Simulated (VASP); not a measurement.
# TiAl3 (I4/mmm) in VASP: further runs, part 2 of 2

VASP 6.6.1. Earlier steps stand in the parts before.

### Step 3. Single point, PBEsol

This run uses another cell than the first one, of 15.56 Å³/atom.

The input, INCAR:

```
PREC     = Accurate       # precision mode
ENCUT    = 520            # plane-wave cutoff, eV
EDIFF    = 1E-6           # SCF threshold, eV
ISMEAR   = 0              # smearing method
SIGMA    = 0.1            # smearing width, eV
LREAL    = F              # projectors in reciprocal space
LASPH    = T              # aspherical terms in the spheres
NELM     = 100            # most SCF steps
ALGO     = Fast           # electronic algorithm
ISIF     = 2              # what is computed and relaxed
LWAVE    = F              # write WAVECAR
LCHARG   = F              # write CHGCAR
GGA      = PS             # functional
NBANDS   = 18             # bands
```

The input, KPOINTS:

```
regular mesh
0
Gamma
  16 16 16
```

The input, POSCAR:

```
TiAl3
1.0
   -1.9076016126      1.9076016126      4.2766307977
    1.9076016126     -1.9076016126      4.2766307977
    1.9076016126      1.9076016126     -4.2766307977
Ti Al
1 3
Direct
    0.0000000000      0.0000000000      0.0000000000
    0.5000000000      0.5000000000      0.0000000000
    0.7500000000      0.2500000000      0.5000000000
    0.2500000000      0.7500000000      0.5000000000
```

Potentials or basis: VASP PAW PBE potentials, release 64 (Ti_sv, Al).

Command:

```
$ cat potpaw_PBE.64/Ti_sv/POTCAR potpaw_PBE.64/Al/POTCAR > POTCAR
$ mpirun -np 1 vasp_std > vasp.out
```

OUTCAR:

```text
PREC = Accurate
   ENCUT = 520
   EDIFF = 1E-6
   ISMEAR = 0
   LREAL = F
   LASPH = T
   NELM = 100
   ISIF = 2
   GGA = PS

 ion  position               nearest neighbor table
   1  0.000  0.000  0.000-   2 2.70   2 2.70   2 2.70   2 2.70   4 2.87   3 2.87   4 2.87   4 2.87
                             3 2.87   3 2.87   4 2.87   3 2.87
   2  0.500  0.500  0.000-   1 2.70   1 2.70   1 2.70   1 2.70   4 2.87   3 2.87   4 2.87   3 2.87
                             4 2.87   4 2.87   3 2.87   3 2.87
   3  0.750  0.250  0.500-   4 2.70   4 2.70   4 2.70   4 2.70   2 2.87   1 2.87   2 2.87   1 2.87
                             2 2.87   2 2.87   1 2.87   1 2.87
   4  0.250  0.750  0.500-   3 2.70   3 2.70   3 2.70   3 2.70   2 2.87   1 2.87   2 2.87   2 2.87
                             1 2.87   1 2.87   2 2.87   1 2.87

  LATTYP: Found a body centered tetragonal cell.
 ALAT       =     3.8152032252
 C/A-ratio  =     2.2418888564

  Lattice vectors:

 A1 = (  -1.9076016126,   1.9076016126,   4.2766307977)
 A2 = (   1.9076016126,  -1.9076016126,   4.2766307977)
 A3 = (   1.9076016126,   1.9076016126,  -4.2766307977)

Analysis of symmetry for initial positions (statically):
=====================================================================
 Subroutine PRICEL returns:
 Original cell was already a primitive cell.

 Routine SETGRP: Setting up the symmetry group for a
 body centered tetragonal supercell.

 Subroutine GETGRP returns: Found 16 space group operations
 (whereof 16 operations were pure point group operations)
 out of a pool of 16 trial point group operations.

The static configuration has the point symmetry D_4h.

Analysis of symmetry for dynamics (positions and initial velocities):
=====================================================================
 Subroutine PRICEL returns:
 Original cell was already a primitive cell.

 Routine SETGRP: Setting up the symmetry group for a
 body centered tetragonal supercell.

 Subroutine GETGRP returns: Found 16 space group operations
 (whereof 16 operations were pure point group operations)
 out of a pool of 16 trial point group operations.

The dynamic configuration has the point symmetry D_4h.

 Subroutine INISYM returns: Found 16 space group operations
 (whereof 16 operations are pure point group operations),
 and found     1 'primitive' translations

----------------------------------------------------------------------------------------

                                     Primitive cell

  volume of cell :      62.2497

  direct lattice vectors                    reciprocal lattice vectors
    -1.907601613  1.907601613  4.276630798     0.000000000  0.262109235  0.116914465
     1.907601613 -1.907601613  4.276630798     0.262109235  0.000000000  0.116914465
     1.907601613  1.907601613 -4.276630798     0.262109235  0.262109235  0.000000000

  length of vectors
     5.056427474  5.056427474  5.056427474     0.287002166  0.287002166  0.370678435

  position of ions in fractional coordinates (direct lattice)
     0.000000000  0.000000000  0.000000000
     0.500000000  0.500000000  0.000000000
     0.750000000  0.250000000  0.500000000
     0.250000000  0.750000000  0.500000000

  ion indices of the primitive-cell ions
   primitive index   ion index
                 1           1
                 2           2
                 3           3
                 4           4

[... 31 lines left out ...]
  0.187500 -0.000000  0.000000      8.000000
  0.250000  0.000000  0.000000      8.000000
  0.312500  0.000000 -0.000000      8.000000
[... 16 lines left out ...]
 -0.125000  0.062500  0.000000     16.000000
 -0.062500  0.062500  0.000000      4.000000
 [... further k-points ...]
   k-points           NKPTS =    349   k-points in BZ     NKDIM =    349   number of bands    NBANDS=     18
   number of dos      NEDOS =    301   number of ions     NIONS =      4
   total plane-waves  NPLWV =  64000
   dimension x,y,z NGX =    40 NGY =   40 NGZ =   40
   dimension x,y,z NGXF=    80 NGYF=   80 NGZF=   80
   ions per type =               1   3
   NGX,Y,Z   is equivalent  to a cutoff of  13.15, 13.15, 13.15 a.u.
   NGXF,Y,Z  is equivalent  to a cutoff of  26.30, 26.30, 26.30 a.u.
 SYSTEM =  unknown system
   PREC   = accura    normal or accurate (medium, high low for compatibility)
   ISTART =      0    job   : 0-new  1-cont  2-samecut
   ICHARG =      2    charge: 1-file 2-atom 10-const
   ISPIN  =      1    spin polarized calculation?
   LNONCOLLINEAR =      F non collinear calculations
   LSORBIT =      F    spin-orbit coupling
   LASPH  =      T    aspherical Exc in radial PAW
   ENCUT  =  520.0 eV  38.22 Ry    6.18 a.u.   9.40  9.40  9.40*2*pi/ulx,y,z
   NELM   =    100;   NELMIN=  2; NELMDL= -5     # of ELM steps
   EDIFF  = 0.1E-05   stopping-criterion for ELM
   LREAL  =      F    real-space projection
   EDIFFG = 0.1E-04   stopping-criterion for IOM
   NSW    =      0    number of steps for IOM
   IBRION =     -1    ionic relax: 0-MD 1-quasi-New 2-CG
   NFREE  =      0    steps in history (QN), initial steepest desc. (CG)
   ISIF   =      2    stress and relaxation
   ISYM   =      2    0-nonsym 1-usesym 2-fastsym
   POTIM  = 0.5000    time-step for ionic-motion
   TEBEG  =    0.0;   TEEND  =   0.0 temperature during run
   PSTRESS=    0.0 pullay stress
   NELECT =      21.0000    total number of electrons
   NUPDOWN=      -1.0000    fix difference up-down
   EMIN   =  10.00;   EMAX   =-10.00  energy-range for DOS
   EFERMI =   0.00;   METHOD = LEGACY
   ISMEAR =     0;   SIGMA  =   0.10  broadening in eV -4-tet -1-fermi 0-gaus
   EFERMI_NEDOS =   21; number of points for ismear=-14 and -15
   IALGO  =     68    algorithm
   IMIX   =      4    mixing-type and parameters
     AMIX     =   0.40;   BMIX     =  1.00
     AMIX_MAG =   1.60;   BMIX_MAG =  1.00
  volume/ion in A,a.u.               =      15.56       105.02
  Fermi-wavevector in a.u.,A,eV,Ry     =   1.139643  2.153613 17.671064  1.298787
  Thomas-Fermi vector in A             =   2.276346
   LORBIT       =      0    0 simple, 1 ext, 2 COOP (PROOUT), +10 PAW based schemes
   GGA     = PS    functional components
   LHFCALC =     F    Hartree Fock is set to
   AEXX    =    0.0000 exact exchange contribution
   IVDW    =     0    specifies the selected vdW correction
   LEPSILON=     F    determine dielectric tensor
   LRPA    =     F    only Hartree local field effects (RPA)
 non-spin polarized calculation
 RMM-DIIS sequential band-by-band and
 Gauss-broadening in eV      SIGMA  =   0.10
  energy-cutoff  :      520.00
  volume of cell :       62.25
 maximum number of plane-waves:      1696
 NGX is ok and might be reduce to    40
   NGX = 19   NGY = 19   NGZ = 19

 number of electron      20.9999999 magnetization

 Free energy of the ion-electron system (eV)
  ---------------------------------------------------
  ext. energy  EPLUGINS =         0.00000000
  ---------------------------------------------------
  free energy    TOTEN  =       -22.23236562 eV

  energy without entropy =      -22.22380674  energy(sigma->0) =      -22.22808618

 E-fermi :   8.3367     XC(G=0): -10.8965

 val. band max:        8.3354139215   @ k =  -0.0625   0.1250   0.0625
 cond. band min:       8.3443383533   @ k =   0.3750   0.1875   0.0000
 fundamental gap:      0.0089244317
 Fermi energy:         8.3366605393

 k-point     1 :       0.0000    0.0000    0.0000
  band No.  band energies     occupation
      1     -47.8561      2.00000
      2     -24.2780      2.00000
      3     -24.2780      2.00000
      4     -24.1979      2.00000
      5      -1.8061      2.00000
      6       5.4594      2.00000
[... 481 lines left out ...]
      5      -1.7240      2.00000
      6       5.5292      2.00000
[... 10 lines left out ...]
     17      12.3443      0.00000
     18      12.5923      0.00000

 [... further k-points ...]

------------------------ aborting loop because EDIFF is reached ----------------------------------------

  FORCE on cell =-STRESS in cart. coord.  units (eV):
  Direction    XX          YY          ZZ          XY          YZ          ZX
  --------------------------------------------------------------------------------------
  -------------------------------------------------------------------------------------
  Total        0.0482994      0.0482994      0.0290857      0.0000000      0.0000000      0.0000000
  in kB        1.2431267      1.2431267      0.7486062      0.0000000      0.0000000      0.0000000
  external PRESSURE =       1.0782865 kB  Pullay stress =       0.0000000 kB

 VOLUME and BASIS-vectors are now :
 -----------------------------------------------------------------------------
  energy-cutoff  :      520.00
  volume of cell :       62.25
      direct lattice vectors                 reciprocal lattice vectors
    -1.907601613  1.907601613  4.276630798     0.000000000  0.262109235  0.116914465
     1.907601613 -1.907601613  4.276630798     0.262109235  0.000000000  0.116914465
     1.907601613  1.907601613 -4.276630798     0.262109235  0.262109235  0.000000000

 POSITION                                       TOTAL-FORCE (eV/Angst)
 -----------------------------------------------------------------------------------
      0.00000      0.00000      0.00000         0.000000      0.000000     -0.000000
      0.00000      0.00000      4.27663         0.000000      0.000000     -0.000000
     -0.00000      1.90760      2.13832         0.000000      0.000000      0.000000
      1.90760     -0.00000      2.13832        -0.000000     -0.000000     -0.000000
 -----------------------------------------------------------------------------------
    total drift:                               -0.000000     -0.000000     -0.000000

  FREE ENERGIE OF THE ION-ELECTRON SYSTEM (eV)
  ---------------------------------------------------
  free  energy   TOTEN  =       -22.2323656171 eV

  energy  without entropy=      -22.2238067394  energy(sigma->0) =      -22.22808618
```

Run time: 22 min. Hardware: 1 thread of Intel Xeon 6975P-C (Granite Rapids), shared host; peak memory 0.53 GiB.

Results:

```
Free energy            : -22.2324 eV
Pressure               : 0.1 GPa
Band gap on the k mesh : zero (an odd number of electrons rules out a gap without spin polarisation)
```

Levels at points of the mesh, in eV from the Fermi level:
```
           k point  band 7  band 8  band 9  band 10  band 11  band 12  band 13  band 14  band 15  band 16
(0.00, 0.00, 0.00)   -2.64   -1.44   -1.23    -1.23     0.84     1.77     1.77     2.23     2.52     3.85
(0.50, 0.00, 0.00)   -3.64   -2.95   -1.06    -0.28     0.51     1.82     2.11     2.74     3.18     4.55
(0.50, 0.50, 0.00)   -4.39   -3.78   -2.71    -2.22    -1.00     1.78     1.96     2.70     2.86     3.24
(0.50, 0.50, 0.50)   -2.02   -0.91   -0.91    -0.25     0.70     0.70     0.97     3.07     4.82     6.15
```

Caveat: the PAW data sets were made with another functional, which shifts forces and pressure a little.
